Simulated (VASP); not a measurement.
# NbVS3 (Pm-3m) in VASP: a series of runs

NbVS3 is run at these levels: PBE; tasks: single point, relaxation of cell and atoms.

Program: VASP 6.6.1. These are calculated values, not measurements. Logs are shortened: lines on timing, memory, paths and dates and some standing lists are left out, and cuts for length are marked.

### Step 1. The cell of the first run

The structure is cubic, space group Pm-3m (No. 221). The conventional cell has a = 4.152 Å, b = 4.152 Å, c = 4.152 Å, α = 90.00°, β = 90.00°, γ = 90.00°. Within 3.9 Å of Nb (site symmetry m-3m) lie 12 S at 2.94 Å and 8 V at 3.60 Å. Within 2.7 Å of V (site symmetry m-3m) lie 6 S at 2.08 Å. Within 2.7 Å of S (site symmetry 4/mmm) lie 2 V at 2.08 Å.

The cell was generated, and may not be a known phase.

### Step 2. Single point, PBE, collinear spin, ferromagnetic start

The input, INCAR:

```
ALGO = Normal
EDIFF = 1E-7
ENCUT = 520
GGA = PE
ISIF = 2
ISMEAR = 0
ISPIN = 2
LASPH = T
LCHARG = F
LMAXMIX = 4
LORBIT = 11
LREAL = F
LWAVE = F
MAGMOM = 0 2 0 0 0
NBANDS = 34
NELM = 150
PREC = Accurate
SIGMA = 0.1
```

The input, KPOINTS:

```
k-points
0
Gamma
  4 4 4
```

The input, POSCAR:

```
NbVS3
1.0
    4.1515148100      0.0000000000      0.0000000000
    0.0000000000      4.1515148100      0.0000000000
    0.0000000000      0.0000000000      4.1515148100
Nb V S
1 1 3
Direct
    0.0000000000      0.0000000000      0.0000000000
    0.5000000000      0.5000000000      0.5000000000
    0.0000000000      0.5000000000      0.5000000000
    0.5000000000      0.0000000000      0.5000000000
    0.5000000000      0.5000000000      0.0000000000
```

Potentials or basis: VASP PAW PBE potentials, release 64 (Nb_sv, V_sv, S).

The run is started by

```sh
$ cat potpaw_PBE.64/Nb_sv/POTCAR potpaw_PBE.64/V_sv/POTCAR potpaw_PBE.64/S/POTCAR > POTCAR
$ mpirun -np 1 vasp_std > vasp.out
```

OUTCAR:

```text
EDIFF = 1E-7
   ENCUT = 520
   GGA = PE
   ISIF = 2
   ISMEAR = 0
   ISPIN = 2
   LASPH = T
   LORBIT = 11
   LREAL = F
   NELM = 150
   PREC = Accurate

 ion  position               nearest neighbor table
   1  0.000  0.000  0.000-
   2  0.500  0.500  0.500-   3 2.08   4 2.08   5 2.08   5 2.08   4 2.08   3 2.08
   3  0.000  0.500  0.500-   2 2.08   2 2.08
   4  0.500  0.000  0.500-   2 2.08   2 2.08
   5  0.500  0.500  0.000-   2 2.08   2 2.08

  LATTYP: Found a simple cubic cell.
 ALAT       =     4.1515148100

  Lattice vectors:

 A1 = (   4.1515148100,   0.0000000000,   0.0000000000)
 A2 = (   0.0000000000,   4.1515148100,   0.0000000000)
 A3 = (   0.0000000000,   0.0000000000,   4.1515148100)

Analysis of symmetry for initial positions (statically):
=====================================================================
 Subroutine PRICEL returns:
 Original cell was already a primitive cell.

 Routine SETGRP: Setting up the symmetry group for a
 simple cubic supercell.

 Subroutine GETGRP returns: Found 48 space group operations
 (whereof 48 operations were pure point group operations)
 out of a pool of 48 trial point group operations.

The static configuration has the point symmetry O_h .

Analysis of symmetry for dynamics (positions and initial velocities):
=====================================================================
 Subroutine PRICEL returns:
 Original cell was already a primitive cell.

 Routine SETGRP: Setting up the symmetry group for a
 simple cubic supercell.

 Subroutine GETGRP returns: Found 48 space group operations
 (whereof 48 operations were pure point group operations)
 out of a pool of 48 trial point group operations.

The dynamic configuration has the point symmetry O_h .

Analysis of structural, dynamic, and magnetic symmetry:
=====================================================================
 Subroutine PRICEL returns:
 Original cell was already a primitive cell.

 Routine SETGRP: Setting up the symmetry group for a
 simple cubic supercell.

 Subroutine GETGRP returns: Found 48 space group operations
 (whereof 48 operations were pure point group operations)
 out of a pool of 48 trial point group operations.

The overall configuration has the point symmetry O_h .

 Subroutine INISYM returns: Found 48 space group operations
 (whereof 48 operations are pure point group operations),
 and found     1 'primitive' translations

----------------------------------------------------------------------------------------

                                     Primitive cell

  volume of cell :      71.5517

  direct lattice vectors                    reciprocal lattice vectors
     4.151514810  0.000000000  0.000000000     0.240875932  0.000000000  0.000000000
     0.000000000  4.151514810  0.000000000     0.000000000  0.240875932  0.000000000
     0.000000000  0.000000000  4.151514810     0.000000000  0.000000000  0.240875932

  length of vectors
     4.151514810  4.151514810  4.151514810     0.240875932  0.240875932  0.240875932

  position of ions in fractional coordinates (direct lattice)
     0.000000000  0.000000000  0.000000000
     0.500000000  0.500000000  0.500000000
     0.000000000  0.500000000  0.500000000
     0.500000000  0.000000000  0.500000000
     0.500000000  0.500000000  0.000000000

  ion indices of the primitive-cell ions
   primitive index   ion index
                 1           1
                 2           2
                 3           3
                 4           4
                 5           5

----------------------------------------------------------------------------------------

 KPOINTS: k-points

Automatic generation of k-mesh.
 Grid dimensions read from file:
 generate k-points for:    4    4    4

 Generating k-lattice:

  Cartesian coordinates                     Fractional coordinates (reciprocal lattice)
     0.060218983  0.000000000  0.000000000     0.250000000  0.000000000  0.000000000
     0.000000000  0.060218983  0.000000000     0.000000000  0.250000000  0.000000000
     0.000000000  0.000000000  0.060218983     0.000000000  0.000000000  0.250000000

  Length of vectors
     0.060218983  0.060218983  0.060218983

  Shift w.r.t. Gamma in fractional coordinates (k-lattice)
     0.000000000  0.000000000  0.000000000

 Subroutine IBZKPT returns following result:
 ===========================================

 Found     10 irreducible k-points:

 Following reciprocal coordinates:
            Coordinates               Weight
  0.000000  0.000000  0.000000      1.000000
  0.250000  0.000000  0.000000      6.000000
  0.500000  0.000000  0.000000      3.000000
  0.250000  0.250000  0.000000     12.000000
  0.500000  0.250000  0.000000     12.000000
  0.500000  0.500000  0.000000      3.000000
  0.250000  0.250000  0.250000      8.000000
  0.500000  0.250000  0.250000     12.000000
  0.500000  0.500000  0.250000      6.000000
  0.500000  0.500000  0.500000      1.000000
   k-points           NKPTS =     10   k-points in BZ     NKDIM =     10   number of bands    NBANDS=     34
   number of dos      NEDOS =    301   number of ions     NIONS =      5
   total plane-waves  NPLWV =  32768
   dimension x,y,z NGX =    32 NGY =   32 NGZ =   32
   dimension x,y,z NGXF=    64 NGYF=   64 NGZF=   64
   ions per type =               1   1   3
   NGX,Y,Z   is equivalent  to a cutoff of  12.81, 12.81, 12.81 a.u.
   NGXF,Y,Z  is equivalent  to a cutoff of  25.63, 25.63, 25.63 a.u.
 SYSTEM =  unknown system
   PREC   = accura    normal or accurate (medium, high low for compatibility)
   ISTART =      0    job   : 0-new  1-cont  2-samecut
   ICHARG =      2    charge: 1-file 2-atom 10-const
   ISPIN  =      2    spin polarized calculation?
   LNONCOLLINEAR =      F non collinear calculations
   LSORBIT =      F    spin-orbit coupling
   LASPH  =      T    aspherical Exc in radial PAW
   ENCUT  =  520.0 eV  38.22 Ry    6.18 a.u.   7.72  7.72  7.72*2*pi/ulx,y,z
   NELM   =    150;   NELMIN=  2; NELMDL= -5     # of ELM steps
   EDIFF  = 0.1E-06   stopping-criterion for ELM
   LREAL  =      F    real-space projection
   EDIFFG = 0.1E-05   stopping-criterion for IOM
   NSW    =      0    number of steps for IOM
   IBRION =     -1    ionic relax: 0-MD 1-quasi-New 2-CG
   NFREE  =      0    steps in history (QN), initial steepest desc. (CG)
   ISIF   =      2    stress and relaxation
   ISYM   =      2    0-nonsym 1-usesym 2-fastsym
   POTIM  = 0.5000    time-step for ionic-motion
   TEBEG  =    0.0;   TEEND  =   0.0 temperature during run
   PSTRESS=    0.0 pullay stress
   NELECT =      44.0000    total number of electrons
   NUPDOWN=      -1.0000    fix difference up-down
   EMIN   =  10.00;   EMAX   =-10.00  energy-range for DOS
   EFERMI =   0.00;   METHOD = LEGACY
   ISMEAR =     0;   SIGMA  =   0.10  broadening in eV -4-tet -1-fermi 0-gaus
   EFERMI_NEDOS =   21; number of points for ismear=-14 and -15
   IALGO  =     38    algorithm
   IMIX   =      4    mixing-type and parameters
     AMIX     =   0.40;   BMIX     =  1.00
     AMIX_MAG =   1.60;   BMIX_MAG =  1.00
  volume/ion in A,a.u.               =      14.31        96.57
  Fermi-wavevector in a.u.,A,eV,Ry     =   1.392149  2.630781 26.369173  1.938080
  Thomas-Fermi vector in A             =   2.515920
   LORBIT       =     11    0 simple, 1 ext, 2 COOP (PROOUT), +10 PAW based schemes
   GGA     = PE    functional components
   LHFCALC =     F    Hartree Fock is set to
   AEXX    =    0.0000 exact exchange contribution
   IVDW    =     0    specifies the selected vdW correction
   LEPSILON=     F    determine dielectric tensor
   LRPA    =     F    only Hartree local field effects (RPA)
 spin polarized calculation
 Gauss-broadening in eV      SIGMA  =   0.10
  energy-cutoff  :      520.00
  volume of cell :       71.55
 maximum number of plane-waves:      1956
 NGX is ok and might be reduce to    32
   NGX = 15   NGY = 15   NGZ = 15

 number of electron      44.0000008 magnetization       0.0000598

 number of electron      44.0000008 magnetization      -0.0070759

 Free energy of the ion-electron system (eV)
  ---------------------------------------------------
  ext. energy  EPLUGINS =         0.00000000
  ---------------------------------------------------
  free energy    TOTEN  =       -28.87147972 eV

  energy without entropy =      -28.83390058  energy(sigma->0) =      -28.85269015

 E-fermi :  11.1932     XC(G=0): -12.0538

 val. band max:       11.1698084770   @ k =   0.5000   0.2500   0.0000
 cond. band min:      11.2102033110   @ k =   0.2500   0.2500   0.0000
 fundamental gap:      0.0403948340
 Fermi energy:        11.1932301181

 spin component 1

 k-point     1 :       0.0000    0.0000    0.0000
  band No.  band energies     occupation
      1     -53.4360      1.00000
      2     -44.7850      1.00000
      3     -27.5140      1.00000
      4     -27.5140      1.00000
      5     -27.5140      1.00000
      6     -20.8289      1.00000
[... 26 lines left out ...]
     33      19.5073      0.00000
     34      20.8804      0.00000

 k-point     2 :       0.2500    0.0000    0.0000
  band No.  band energies     occupation
      1     -53.4356      1.00000
      2     -44.7847      1.00000
      3     -27.5251      1.00000
      4     -27.5137      1.00000
      5     -27.5137      1.00000
      6     -20.8426      1.00000
[... 26 lines left out ...]
     33      20.1648      0.00000
     34      20.2998      0.00000
[... 257 lines left out ...]
     33      18.8767      0.00000
     34      20.4043      0.00000

 k-point    10 :       0.5000    0.5000    0.5000
  band No.  band energies     occupation
      1     -53.4337      1.00000
      2     -44.7828      1.00000
      3     -27.5349      1.00000
      4     -27.5349      1.00000
      5     -27.5349      1.00000
      6     -20.8477      1.00000
[... 26 lines left out ...]
     33      19.0808      0.00000
     34      19.0808      0.00000
 Fermi energy:        11.1932301181

 spin component 2

 k-point     1 :       0.0000    0.0000    0.0000
  band No.  band energies     occupation
      1     -53.4452      1.00000
      2     -44.7827      1.00000
      3     -27.5230      1.00000
      4     -27.5230      1.00000
      5     -27.5230      1.00000
      6     -20.8263      1.00000
[... 26 lines left out ...]
     33      19.5083      0.00000
     34      20.8774      0.00000

 k-point     2 :       0.2500    0.0000    0.0000
  band No.  band energies     occupation
      1     -53.4448      1.00000
      2     -44.7823      1.00000
      3     -27.5341      1.00000
      4     -27.5227      1.00000
      5     -27.5227      1.00000
      6     -20.8400      1.00000
[... 26 lines left out ...]
     33      20.1618      0.00000
     34      20.2995      0.00000
[... 257 lines left out ...]
     33      18.8737      0.00000
     34      20.4035      0.00000

 k-point    10 :       0.5000    0.5000    0.5000
  band No.  band energies     occupation
      1     -53.4429      1.00000
      2     -44.7805      1.00000
      3     -27.5439      1.00000
      4     -27.5439      1.00000
      5     -27.5439      1.00000
      6     -20.8450      1.00000
[... 26 lines left out ...]
     33      19.0776      0.00000
     34      19.0776      0.00000

------------------------ aborting loop because EDIFF is reached ----------------------------------------

  FORCE on cell =-STRESS in cart. coord.  units (eV):
  Direction    XX          YY          ZZ          XY          YZ          ZX
  --------------------------------------------------------------------------------------
  -------------------------------------------------------------------------------------
  Total       16.8392785     16.8392785     16.8392785      0.0000000     -0.0000000      0.0000000
  in kB      377.0633212    377.0633212    377.0633212      0.0000000     -0.0000000      0.0000000
  external PRESSURE =     377.0633212 kB  Pullay stress =       0.0000000 kB

 VOLUME and BASIS-vectors are now :
 -----------------------------------------------------------------------------
  energy-cutoff  :      520.00
  volume of cell :       71.55
      direct lattice vectors                 reciprocal lattice vectors
     4.151514810  0.000000000  0.000000000     0.240875932  0.000000000  0.000000000
     0.000000000  4.151514810  0.000000000     0.000000000  0.240875932  0.000000000
     0.000000000  0.000000000  4.151514810     0.000000000  0.000000000  0.240875932

 POSITION                                       TOTAL-FORCE (eV/Angst)
 -----------------------------------------------------------------------------------
      0.00000      0.00000      0.00000         0.000000      0.000000      0.000000
      2.07576      2.07576      2.07576         0.000000      0.000000      0.000000
      0.00000      2.07576      2.07576         0.000000      0.000000      0.000000
      2.07576      0.00000      2.07576         0.000000      0.000000      0.000000
      2.07576      2.07576      0.00000         0.000000      0.000000      0.000000
 -----------------------------------------------------------------------------------
    total drift:                                0.000000     -0.000000     -0.000000

  FREE ENERGIE OF THE ION-ELECTRON SYSTEM (eV)
  ---------------------------------------------------
  free  energy   TOTEN  =       -28.8714797209 eV

  energy  without entropy=      -28.8339005798  energy(sigma->0) =      -28.85269015

 total charge

# of ion       s       p       d       tot
------------------------------------------
    1        2.076   5.924   2.477  10.477
    2        2.348   6.477   3.677  12.502
    3        1.370   2.456   0.000   3.826
    4        1.370   2.456   0.000   3.826
    5        1.370   2.456   0.000   3.826
--------------------------------------------------
tot          8.534  19.770   6.154  34.458

 magnetization (x)

# of ion       s       p       d       tot
------------------------------------------
    1        0.000   0.000   0.003   0.003
    2       -0.000  -0.000  -0.009  -0.010
    3        0.000  -0.000   0.000  -0.000
    4        0.000  -0.000   0.000  -0.000
    5        0.000  -0.000   0.000  -0.000
--------------------------------------------------
tot          0.000  -0.001  -0.006  -0.007
```

It took 73 s on 1 thread of Intel Xeon 8259CL, shared host; peak memory 0.22 GiB.

What came out:

- Free energy: -28.8715 eV
- Pressure: 37.7 GPa
- Band gap on the k mesh: zero (filled and empty bands overlap)
- Net moment: -0.01 μB per cell
- Valence electrons inside the program's atomic spheres: Nb 10.48; V 12.50; S 3.83

Caveat: the k points lie up to 0.38 Å⁻¹ apart, too coarse for converged energies and pressures of a metal; the moments typed at the start vanished in this run. With open d or f shells a metallic result of PBE can be an artefact of self-interaction; +U or a hybrid may open a gap.

### Step 3. Single point, PBE, collinear spin, ferromagnetic start

This run uses another cell than the first one, of 18.69 Å³/atom.

The input, INCAR:

```
PREC     = Accurate       # precision mode
ENCUT    = 520            # plane-wave cutoff, eV
EDIFF    = 1E-7           # SCF threshold, eV
ISMEAR   = 0              # smearing method
SIGMA    = 0.1            # smearing width, eV
LREAL    = F              # projectors in reciprocal space
LASPH    = T              # aspherical terms in the spheres
NELM     = 150            # most SCF steps
ALGO     = Normal         # electronic algorithm
ISIF     = 2              # what is computed and relaxed
LWAVE    = F              # write WAVECAR
LCHARG   = F              # write CHGCAR
ISPIN    = 2              # spin polarisation
MAGMOM   = 0 2 0 0 0      # initial moments
LORBIT   = 11             # projections on sites
LMAXMIX  = 4              # l up to which the mixer works
GGA      = PE             # functional
NBANDS   = 34             # bands
```

The input, KPOINTS:

```
Automatic mesh
0
Gamma
  4 4 4
```

Changes to POSCAR since step 2:

```diff
@@ -2,5 +2,5 @@
 1.0
-    4.1515148100      0.0000000000      0.0000000000
-    0.0000000000      4.1515148100      0.0000000000
-    0.0000000000      0.0000000000      4.1515148100
+    4.5376087472      0.0000000000      0.0000000000
+    0.0000000000      4.5376087472      0.0000000000
+    0.0000000000      0.0000000000      4.5376087472
 Nb V S
```

Potentials or basis: VASP PAW PBE potentials, release 64 (Nb_sv, V_sv, S).

The run is started by

```sh
$ cat potpaw_PBE.64/Nb_sv/POTCAR potpaw_PBE.64/V_sv/POTCAR potpaw_PBE.64/S/POTCAR > POTCAR
$ mpirun -np 1 vasp_std > vasp.out
```

Run time: 3.5 min. Hardware: 1 thread of Intel Xeon 8259CL, shared host; peak memory 0.26 GiB.

Results (log left out):

- Free energy: -30.6681 eV
- Pressure: -3.0 GPa
- Net moment: 1.12 μB per cell
- Site moments: Nb -0.08; V +1.11; S -0.01 μB
- Valence electrons inside the program's atomic spheres: Nb 10.35; V 11.70; S 3.72

Levels at points of the mesh, in eV from the Fermi level:
Spin up:
```csv
k point,band 18,band 19,band 20,band 21,band 22,band 23,band 24,band 25,band 26,band 27
"(0.00, 0.00, 0.00)",-1.70,-1.70,-1.70,-0.98,-0.98,-0.98,-0.80,-0.80,0.03,0.03
"(0.50, 0.00, 0.00)",-3.62,-1.69,-1.69,-1.41,-0.31,0.17,0.47,0.68,0.68,1.35
"(0.50, 0.50, 0.00)",-3.25,-3.25,-1.01,-0.24,0.03,0.03,0.09,0.72,1.28,1.33
"(0.50, 0.50, 0.50)",-0.35,-0.35,-0.35,0.04,0.04,0.04,0.24,0.33,0.33,0.60
```
Spin down:
| k point | band 19 | band 20 | band 21 | band 22 | band 23 | band 24 |
| --- | --- | --- | --- | --- | --- | --- |
| (0.00, 0.00, 0.00) | -1.03 | -1.03 | -0.96 | -0.96 | -0.96 | -0.92 |
| (0.50, 0.00, 0.00) | -1.66 | -1.66 | -0.35 | -0.26 | -0.06 | 1.01 |
| (0.50, 0.50, 0.00) | -3.24 | -1.08 | -0.19 | 0.17 | 0.75 | 0.75 |
| (0.50, 0.50, 0.50) | -0.34 | -0.34 | 0.09 | 0.09 | 0.09 | 0.09 |

Caveat: the cell stands under tension. With open d or f shells a metallic result of PBE can be an artefact of self-interaction; +U or a hybrid may open a gap.

(Part 1 of 2 ends here.)

The gap in the log of VASP goes by the Fermi energy; the results here count the filled bands.